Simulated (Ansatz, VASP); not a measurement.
## One calculation of TiS2, two programs

```
CELL_PARAMETERS angstrom
3.31908 0.00000 0.00000
-1.65954 2.87441 0.00000
0.00000 0.00000 29.52000
ATOMIC_POSITIONS crystal
S 0.33333 0.66667 0.23760
S 0.66667 0.33333 0.33354
Ti 0.00000 0.00000 0.28557
```

Alike in both runs: functional LDA; k mesh 12 × 12 × 1; occupations gaussian, width 0.08 eV; no spin polarisation.

Ansatz relaxed the structure, and its values are those at the end. VASP's run is a single point on that final structure, the one shown.

```csv
,VASP,Ansatz
version,VASP 6.6.1,Ansatz 0.2.0
potentials or method,"VASP PAW LDA potentials, release 64 (S, Ti_sv), cutoff 400 eV","scalar-relativistic, plane waves, PAW"
valence electrons in the cell,24,24
```

VASP gave:

```
gap on the k mesh at the Fermi level (eV) : none
rms of the force components (eV/Å)        : 0.012
```

Q: Which values does Ansatz return?

A: gap on the k mesh at the Fermi level (eV): none; rms of the force components (eV/Å): 0.000.

Ansatz warns that its potentials were made for another functional, while VASP's fit it. LDA's correlation is that of Perdew and Zunger in VASP and of Perdew and Wang (1992) in Ansatz. A gap of «none» marks a metal or a gap that the smearing closes. Ansatz's warnings: slab cell height set, structure snapped to symmetry, xc potential rough in thin density.
